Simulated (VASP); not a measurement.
Here is a VASP 6.6.1 calculation.

The input INCAR:

```
  PREC = Accurate
  ENCUT = 520
  EDIFF = 1E-6
  ISMEAR = 0
  SIGMA = 0.1
  LREAL = F
  LASPH = T
  NELM = 60
  ALGO = Normal
  ISIF = 2
  LWAVE = F
  LCHARG = F
  LDIPOL = T
  IDIPOL = 3
  DIPOL = 0.5 0.5 0.356
  GGA = PE
  IVDW = 12
  NBANDS = 16
```

Contents of KPOINTS:

```
regular mesh
0
Gamma
  15 15 1
```

Contents of POSCAR:

```
C
1.0
    2.4656677093      0.0000000000      0.0000000000
   -1.2328338546      2.1353308736      0.0000000000
    0.0000000000      0.0000000000     17.5000661151
C
4
Direct
    0.6666666667      0.3333333333      0.2571327124
    0.3333333333      0.6666666667      0.2571418857
    0.6666666667      0.8333333333      0.4557965625
    1.0000000000      0.5000000000      0.4557895885
```

Potentials or basis: VASP PAW PBE potentials, release 64 (C).

Run with:

```bash
$ cat potpaw_PBE.64/C/POTCAR > POTCAR
$ mpirun -np 1 vasp_std > vasp.out
```

(1) Estimate the largest force.

(2) Predict the dispersion energy per atom.

Results:

(1) 0.008 eV/Å.

(2) -0.117 eV.

Caveat: the cell differs from its parent crystal (layers slid over each other, then relaxed in part).
